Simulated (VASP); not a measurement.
# Au (P6_3/mmc) in VASP: settings compared

Aim: see how the results for Au move with the level of theory and the settings. Levels: BLYP+D4, PBE0, B3LYP. Tasks: relaxation of cell and atoms, single point.

All numbers are computed with VASP 6.6.1; they aren't measurements. Logs are shortened: lines on timing, memory, paths and dates and some standing lists are left out, and cuts for length are marked.

## 1. The cell of the first run

It takes space group P6_3/mmc (No. 194, hexagonal). Conventional cell: a = 2.900 Å, b = 2.900 Å, c = 4.880 Å, α = 90.00°, β = 90.00°, γ = 120.00°. Within 3.8 Å of Au (site symmetry -6m2) lie 12 Au at 2.90 to 2.96 Å.

This isn't the form of Au at room conditions, which is fcc.

## 2. Relaxation of cell and atoms, BLYP+D4

Input file INCAR:

```
  AGGAC = 1.0
  AGGAX = 1.0
  ALDAC = 0.0
  ALDAX = 1.0
  ALGO = Fast
  EDIFF = 1E-6
  EDIFFG = -0.01
  ENCUT = 600
  GGA = B5
  IBRION = 2
  ISIF = 3
  ISMEAR = -1
  IVDW = 13
  LASPH = T
  LCHARG = F
  LREAL = F
  LWAVE = F
  NELM = 60
  NSW = 60
  PREC = Accurate
  SIGMA = 0.05
  VDW_A1 = 0.44488865
  VDW_A2 = 4.0933009
  VDW_S6 = 1.0
  VDW_S8 = 2.34076671
```

Input file KPOINTS:

```
k-points
0
Gamma
  11 11 6
```

Input file POSCAR:

```
Au
1.0
    2.9000000000      0.0000000000      0.0000000000
   -1.4500000000      2.5114736710      0.0000000000
    0.0000000000      0.0000000000      4.8800000000
Au
2
Direct
    0.6666666667      0.3333333333      0.2500000000
    0.3333333333      0.6666666667      0.7500000000
```

Potentials or basis: VASP PAW PBE potentials, release 64 (Au).

On the command line:

```
cat potpaw_PBE.64/Au/POTCAR > POTCAR
mpirun -np 1 vasp_std > vasp.out
```

OUTCAR:

```text
EDIFF = 1E-6
   EDIFFG = -0.01
   ENCUT = 600
   GGA = B5
   IBRION = 2
   ISIF = 3
   ISMEAR = -1
   IVDW = 13
   LASPH = T
   LREAL = F
   NELM = 60
   NSW = 60
   PREC = Accurate

 ion  position               nearest neighbor table
   1  0.667  0.333  0.250-   2 2.96   2 2.96   2 2.96   2 2.96   2 2.96   2 2.96
   2  0.333  0.667  0.750-   1 2.96   1 2.96   1 2.96   1 2.96   1 2.96   1 2.96

  LATTYP: Found a hexagonal cell.
 ALAT       =     2.9000000000
 C/A-ratio  =     1.6827586207

  Lattice vectors:

 A1 = (   2.9000000000,   0.0000000000,   0.0000000000)
 A2 = (  -1.4500000000,   2.5114736710,   0.0000000000)
 A3 = (   0.0000000000,   0.0000000000,   4.8800000000)

Analysis of symmetry for initial positions (statically):
=====================================================================
 Subroutine PRICEL returns:
 Original cell was already a primitive cell.

 Routine SETGRP: Setting up the symmetry group for a
 hexagonal supercell.

 Subroutine GETGRP returns: Found 24 space group operations
 (whereof 12 operations were pure point group operations)
 out of a pool of 24 trial point group operations.

The static configuration has the point symmetry D_3d.
 The point group associated with its full space group is D_6h.

Analysis of symmetry for dynamics (positions and initial velocities):
=====================================================================
 Subroutine PRICEL returns:
 Original cell was already a primitive cell.

 Routine SETGRP: Setting up the symmetry group for a
 hexagonal supercell.

 Subroutine GETGRP returns: Found 24 space group operations
 (whereof 12 operations were pure point group operations)
 out of a pool of 24 trial point group operations.

The dynamic configuration has the point symmetry D_3d.
 The point group associated with its full space group is D_6h.

 Subroutine INISYM returns: Found 24 space group operations
 (whereof 12 operations are pure point group operations),
 and found     1 'primitive' translations

----------------------------------------------------------------------------------------

                                     Primitive cell

  volume of cell :      35.5424

  direct lattice vectors                    reciprocal lattice vectors
     2.900000000  0.000000000  0.000000000     0.344827586  0.199086300  0.000000000
    -1.450000000  2.511473671  0.000000000     0.000000000  0.398172599  0.000000000
     0.000000000  0.000000000  4.880000000     0.000000000  0.000000000  0.204918033

  length of vectors
     2.900000000  2.900000000  4.880000000     0.398172599  0.398172599  0.204918033

  position of ions in fractional coordinates (direct lattice)
     0.666666667  0.333333333  0.250000000
     0.333333333  0.666666667  0.750000000

  ion indices of the primitive-cell ions
   primitive index   ion index
[... 75 lines left out ...]
   LREAL  =      F    real-space projection
   EDIFFG = -.1E-01   stopping-criterion for IOM
   NSW    =     60    number of steps for IOM
   IBRION =      2    ionic relax: 0-MD 1-quasi-New 2-CG
   NFREE  =      1    steps in history (QN), initial steepest desc. (CG)
   ISIF   =      3    stress and relaxation
   ISYM   =      2    0-nonsym 1-usesym 2-fastsym
   POTIM  = 0.5000    time-step for ionic-motion
   TEBEG  =    0.0;   TEEND  =   0.0 temperature during run
   PSTRESS=    0.0 pullay stress
   NELECT =      22.0000    total number of electrons
   NUPDOWN=      -1.0000    fix difference up-down
   EMIN   =  10.00;   EMAX   =-10.00  energy-range for DOS
   EFERMI =   0.00;   METHOD = LEGACY
   ISMEAR =    -1;   SIGMA  =   0.05  broadening in eV -4-tet -1-fermi 0-gaus
   EFERMI_NEDOS =   21; number of points for ismear=-14 and -15
   IALGO  =     68    algorithm
   IMIX   =      4    mixing-type and parameters
     AMIX     =   0.40;   BMIX     =  1.00
     AMIX_MAG =   1.60;   BMIX_MAG =  1.00
  volume/ion in A,a.u.               =      17.77       119.93
  Fermi-wavevector in a.u.,A,eV,Ry     =   1.395191  2.636528 26.484517  1.946557
  Thomas-Fermi vector in A             =   2.518667
   LORBIT       =      0    0 simple, 1 ext, 2 COOP (PROOUT), +10 PAW based schemes
   GGA     = B5    functional components
   LHFCALC =     F    Hartree Fock is set to
   AEXX    =    0.0000 exact exchange contribution
   IVDW    =    13    specifies the selected vdW correction
   LEPSILON=     F    determine dielectric tensor
   LRPA    =     F    only Hartree local field effects (RPA)
 conjugate gradient relaxation of ions
 non-spin polarized calculation
 RMM-DIIS sequential band-by-band and
  energy-cutoff  :      600.00
  volume of cell :       35.54
 maximum number of plane-waves:      1198
 NGX is ok and might be reduce to    24
   NGX = 11   NGY = 11   NGZ = 19

--------------------------------------- Ionic step        1  -------------------------------------------

 number of electron      22.0000001 magnetization

 Free energy of the ion-electron system (eV)
  ---------------------------------------------------
  ext. energy  EPLUGINS =         0.00000000
  ---------------------------------------------------
  free energy    TOTEN  =        -4.77326797 eV

  energy without entropy =       -4.76475918  energy(sigma->0) =       -4.76901358

------------------------ aborting loop because EDIFF is reached ----------------------------------------

  DFT-D4 for vdW energy calculation

  Edisp (eV):   -2.50593
[... 191 lines left out ...]
--------------------------------------- Ionic step        6  -------------------------------------------

 number of electron      21.9999999 magnetization

 Free energy of the ion-electron system (eV)
  ---------------------------------------------------
  ext. energy  EPLUGINS =         0.00000000
  ---------------------------------------------------
  free energy    TOTEN  =        -4.81178763 eV

  energy without entropy =       -4.80335770  energy(sigma->0) =       -4.80757266

 E-fermi :   9.1435     XC(G=0): -11.7414

 val. band max:        9.1128827152   @ k =   0.1818   0.1818   0.3333
 cond. band min:       9.1447457003   @ k =   0.2727   0.1818   0.5000
 fundamental gap:      0.0318629851
 Fermi energy:         9.1434646386

 k-point     1 :       0.0000    0.0000    0.0000
  band No.  band energies     occupation
      1      -0.0611      2.00000
      2       2.2393      2.00000
      3       4.5386      2.00000
      4       4.7865      2.00000
      5       4.7865      2.00000
      6       5.0685      2.00000
      7       5.0685      2.00000
      8       5.6789      2.00000
      9       5.6789      2.00000
     10       6.9481      2.00000
     11       6.9481      2.00000
     12       8.4744      2.00000
     13      11.5430      0.00000
     14      24.0510      0.00000
[... 401 lines left out ...]
      2       3.2982      2.00000
      3       4.1391      2.00000
      4       4.2450      2.00000
      5       4.6158      2.00000
      6       5.0337      2.00000
      7       5.3846      2.00000
      8       5.6420      2.00000
      9       6.0750      2.00000
     10       6.1329      2.00000
     11       6.9938      2.00000
     12       9.8987      0.00000
     13      14.4610      0.00000
     14      19.7548      0.00000
     15      21.5237      0.00000

 [... further k-points ...]

------------------------ aborting loop because EDIFF is reached ----------------------------------------

  DFT-D4 for vdW energy calculation

  Edisp (eV):   -2.47089
[... 25 lines left out ...]
  FREE ENERGIE OF THE ION-ELECTRON SYSTEM (eV)
  ---------------------------------------------------
  free  energy   TOTEN  =        -7.2826786225 eV

  energy  without entropy=       -7.2742486867  energy(sigma->0) =       -7.27846365

 reached required accuracy - stopping structural energy minimisation
```

OSZICAR:

```text
N       E                     dE             d eps       ncg     rms          rms(c)
DAV:   1     0.136337588416E+03    0.13634E+03   -0.13029E+04  1928   0.160E+03
DAV:   2    -0.356812450928E+01   -0.13991E+03   -0.13452E+03  2088   0.306E+02
[... 50 lines left out ...]
   5 F= -.72826608E+01 E0= -.72783899E+01  d E =-.541506E-04
       N       E                     dE             d eps       ncg     rms          rms(c)
DAV:   1    -0.481253802833E+01   -0.22413E-03   -0.42386E-02  2116   0.168E+00    0.132E-01
RMM:   2    -0.481199566326E+01    0.54237E-03   -0.29320E-04  1920   0.143E-01    0.670E-02
RMM:   3    -0.481178667624E+01    0.20899E-03   -0.24943E-04  1920   0.125E-01    0.137E-02
RMM:   4    -0.481178771922E+01   -0.10430E-05   -0.15076E-05  1915   0.373E-02    0.787E-03
RMM:   5    -0.481178763185E+01    0.87374E-07   -0.16492E-06  1189   0.109E-02
   6 F= -.72826786E+01 E0= -.72784637E+01  d E =-.719261E-04
```

It took 4.5 min on 1 thread of Intel Xeon 8259CL, shared host; peak memory 0.19 GiB.

Results:

| Property | Result |
| --- | --- |
| Free energy | -7.2827 eV |
| Relaxed volume | 18.03 Å³/atom |
| Relaxed cell | a = 2.919 Å, b = 2.919 Å, c = 4.886 Å, α = 90.00°, β = 90.00°, γ = 120.00° |
| Space group after relaxing (to 0.1 Å) | P6_3/mmc (No. 194) |
| Energy gained by relaxing | 1.7 meV/atom |
| Ionic steps | 6 |
| Pressure after relaxing | 0.0 GPa |
| Band gap on the k mesh | zero (bands 11 and 12 overlap by 6.19 eV) |
| Dispersion energy per atom | -1.235 eV |

Stress tensor (GPa, compression positive):
```
-0.07  0.00  0.00
 0.00 -0.07  0.00
 0.00  0.00  0.02
```

The path:
```
step  energy change (eV)  largest force (eV/Å)  pressure (GPa)  volume (Å³)
   1              0.0000                0.0000            2.12        35.54
   2              0.0025                0.0000           -2.62        36.76
   3             -0.0034                0.0000            0.00        36.06
   4             -0.0034                0.0000           -0.07        36.07
   5             -0.0035                0.0000           -0.08        36.07
   6             -0.0035                0.0000           -0.04        36.06
```

Final structure:
```
Au
1.0
     2.91930    0.00000    0.00000
    -1.45965    2.52819    0.00000
     0.00000    0.00000    4.88550
Au
2
Direct
  0.66667 0.33333 0.25000
  0.33333 0.66667 0.75000
```

Levels at points of the mesh, in eV from the Fermi level:
| k point | band 9 | band 10 | band 11 | band 12 | band 13 | band 14 |
| --- | --- | --- | --- | --- | --- | --- |
| (0.00, 0.00, 0.00) | -3.46 | -2.20 | -2.20 | -0.67 | 2.40 | 14.91 |
| (0.00, 0.00, 0.50) | -2.62 | -2.62 | -2.62 | -2.62 | 10.45 | 10.45 |

Caveat: the dispersion term is far too large for a dense solid, which distorts pressure and volume; the PAW data sets were made with another functional, which shifts forces and pressure a little; spin-orbit coupling is left out, which moves the levels of the heavy elements. Zero-point motion and thermal expansion aren't in these numbers.

## 3. Single point, PBE0

POSCAR is that of step 2.

Input file INCAR.step1:

```
SYSTEM = Au
PREC = Accurate
ENCUT = 520
EDIFF = 1E-5
ISMEAR = -1
SIGMA = 0.05
LREAL = .FALSE.
LASPH = .TRUE.
NELM = 80
ALGO = Normal
ISIF = 2
LWAVE = .TRUE.
LCHARG = .FALSE.
NBANDS = 18
GGA = PE
```

Input file INCAR.step2:

```
SYSTEM = Au
PREC = Accurate
ENCUT = 520
EDIFF = 1E-6
ISMEAR = -1
SIGMA = 0.05
LREAL = .FALSE.
LASPH = .TRUE.
NELM = 80
ALGO = Normal
ISIF = 2
LWAVE = .FALSE.
LCHARG = .FALSE.
GGA = PE
LHFCALC = .TRUE.
AEXX = 0.25
PRECFOCK = Normal
NBANDS = 18
ISTART = 1
```

Input file KPOINTS:

```
regular mesh
0
G
  6 6 3
  0 0 0
```

Potentials or basis: VASP PAW PBE potentials, release 64 (Au).

On the command line:

```
cat potpaw_PBE.64/Au/POTCAR > POTCAR
cp INCAR.step1 INCAR
mpirun -np 1 vasp_std > vasp.out
cp INCAR.step2 INCAR
mpirun -np 1 vasp_std > vasp.out
```

It took 22 min on 1 thread of AMD EPYC 7R13 (Zen 3), shared host; peak memory 0.15 GiB.

The run converged. Its results:

```yaml
Free_energy: -7.0823 eV
Pressure: 0.6 GPa
Band_gap_on_the_k_mesh: zero (bands 11 and 12 overlap by 7.86 eV)
```

Stress tensor (GPa, compression positive):
```
-2.21  0.00  0.00
 0.00 -2.21  0.00
 0.00  0.00  6.09
```

Levels at points of the mesh, in eV from the Fermi level:
```csv
k point,band 8,band 9,band 10,band 11,band 12,band 13,band 14,band 15
"(0.00, 0.00, 0.00)",-4.82,-4.82,-3.40,-3.40,-1.27,3.39,15.98,17.14
"(0.50, 0.00, 0.00)",-3.19,-3.05,-2.87,0.66,2.14,6.84,8.30,8.62
```

Caveat: the k points lie up to 0.43 Å⁻¹ apart, too coarse for converged energies and pressures of a metal; the PAW data sets were made with another functional, which shifts forces and pressure a little; spin-orbit coupling is left out, which moves the levels of the heavy elements.

## 4. Single point, B3LYP

POSCAR is that of step 3.

Input file INCAR.step1:

```
  PREC = Accurate
  ENCUT = 520
  EDIFF = 1E-5
  ISMEAR = -1
  SIGMA = 0.05
  LREAL = F
  LASPH = T
  NELM = 60
  ALGO = Normal
  ISIF = 2
  LWAVE = T
  LCHARG = F
  NBANDS = 18
  GGA = PE
```

Input file INCAR.step2:

```
  PREC = Accurate
  ENCUT = 520
  EDIFF = 1E-6
  ISMEAR = -1
  SIGMA = 0.05
  LREAL = F
  LASPH = T
  NELM = 60
  ALGO = Normal
  ISIF = 2
  LWAVE = F
  LCHARG = F
  GGA = B3
  LHFCALC = T
  AEXX = 0.2
  AGGAX = 0.72
  AGGAC = 0.81
  ALDAC = 0.19
  PRECFOCK = Normal
  NBANDS = 18
  ISTART = 1
```

Input file KPOINTS:

```
Automatic mesh
0
Gamma
  6 6 3
```

On the command line:

```
cat potpaw_PBE.64/Au/POTCAR > POTCAR
cp INCAR.step1 INCAR
mpirun -np 1 vasp_std > vasp.out
cp INCAR.step2 INCAR
mpirun -np 1 vasp_std > vasp.out
```

Run time: 24 min. Hardware: 1 thread of AMD EPYC 7R13 (Zen 3), shared host; peak memory 0.15 GiB.

It converged, with:

```
Free energy            : -5.5259 eV
Pressure               : 10.5 GPa
Band gap on the k mesh : zero (bands 11 and 12 overlap by 7.41 eV)
```

Stress tensor (GPa, compression positive):
```
 7.68  0.00  0.00
 0.00  7.68  0.00
 0.00  0.00 16.07
```

Levels at points of the mesh, in eV from the Fermi level:
| k point | band 8 | band 9 | band 10 | band 11 | band 12 | band 13 | band 14 | band 15 |
| --- | --- | --- | --- | --- | --- | --- | --- | --- |
| (0.00, 0.00, 0.00) | -4.63 | -4.63 | -3.23 | -3.23 | -1.04 | 3.12 | 15.98 | 17.00 |
| (0.50, 0.00, 0.00) | -3.03 | -2.90 | -2.72 | 0.64 | 1.97 | 6.57 | 8.13 | 8.19 |

Caveat: the k points lie up to 0.43 Å⁻¹ apart, too coarse for converged energies and pressures of a metal; the PAW data sets were made with another functional, which shifts forces and pressure a little; spin-orbit coupling is left out, which moves the levels of the heavy elements.

## 5. Summary

```csv
task,level,cell,k mesh,cutoff (eV),grid for exact exchange (PRECFOCK),share of exact exchange,gap on the mesh (eV),pressure (GPa)
relaxation of cell and atoms,BLYP+D4,relaxed,11 × 11 × 6,600,-,-,none,0.0
single point,PBE0,as given,6 × 6 × 3,520,Normal,0.25,none,0.6
single point,B3LYP,as given,6 × 6 × 3,520,Normal,0.2,none,10.5
```

Alike in all rows: potentials or basis VASP PAW PBE potentials, release 64 (Au); no spin polarisation; smearing fermi-dirac 0.05 eV.

Caveats: some runs use coarse meshes; the PAW data sets were made with another functional, which shifts forces and pressure a little; spin-orbit coupling is left out, which moves the levels of the heavy elements; the dispersion term is far too large for a dense solid, which distorts pressure and volume (at least some runs).

Total energies depend on the potentials used, so only differences within one code and one set of settings carry meaning.

The gap in the log of VASP goes by the Fermi energy; the results here count the filled bands.